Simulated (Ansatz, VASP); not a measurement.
# Two plane-wave programs on BeS

```xyz
8
Lattice="-3.3759 3.3759 2.8347 3.3759 -3.3759 2.8347 3.3759 3.3759 -2.8347" Properties=species:S:1:pos:R:3 pbc="T T T"
Be   -0.9373    2.4387    1.0480
Be    0.9373    4.3132    1.0480
Be    4.3132   -0.9373    1.0480
Be    2.4387    0.9373    1.0480
S     1.0658    2.3101    1.7867
S    -1.0658    4.4417    1.7867
S     2.3101   -1.0658    1.7867
S     4.4417    1.0658    1.7867
```

Alike in both runs: task relaxation of cell and atoms; functional PBE; k mesh 6 × 6 × 6; occupations gaussian, width 0.02 eV; no spin polarisation.

|  | VASP | Ansatz |
| --- | --- | --- |
| version | VASP 6.6.1 | Ansatz 0.2.0 |
| potentials or method | VASP PAW PBE potentials, release 64 (Be, S), cutoff 600 eV | scalar-relativistic, plane waves, PAW |
| valence electrons in the cell | 32 | 32 |

Ansatz gave:

| Item | Value |
| --- | --- |
| gap on the k mesh at the Fermi level, each at its own relaxed structure (eV) | 4.05 |
| relaxed volume (Å³/atom) | 16.16 |
| relaxed length of the cell vector where the two differ most in proportion (Å) | 5.553 |

Task: Estimate VASP's values.

Result: gap on the k mesh at the Fermi level, each at its own relaxed structure (eV): 4.06; relaxed volume (Å³/atom): 16.18; relaxed length of the cell vector where the two differ most in proportion (Å): 5.555.
